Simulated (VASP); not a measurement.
Mo, 1 atom in the cell. Symmetry: Pm-3m, No. 221, cubic system. The conventional cell has a = 2.526 Å, b = 2.526 Å, c = 2.526 Å, α = 90.00°, β = 90.00°, γ = 90.00°. Mo (site symmetry m-3m) has 6 Mo at 2.53 Å within 3.3 Å. 

| Property | Result |
| --- | --- |
| Program | VASP 6.6.1 |
| Task | single point |
| Functional | PBE |
| Potentials or basis | VASP PAW PBE potentials, release 64 (Mo_sv) |
| Cutoff | 520 eV |
| k mesh | 9 × 9 × 9 |
| Occupations | gaussian, width 0.05 eV |
| Spin | no spin polarisation |
| Dipole correction | no |
| Further INCAR settings | ALGO = Normal; EDIFF = 1e-07; NBANDS = 13 |

Potentials or basis: VASP PAW PBE potentials, release 64 (Mo_sv).

The run is started by

```sh
$ cat potpaw_PBE.64/Mo_sv/POTCAR > POTCAR
$ mpirun -np 1 vasp_std > vasp.out
```

Hardware: 1 thread of Intel Xeon 8259CL, on a shared host.

Q: Estimate the wall time of this run.

A: Run time: 9.2 s on 1 thread of Intel Xeon 8259CL, with other jobs on the host, peak memory 0.12 GiB. Counts: scf iterations 13, k points 35.
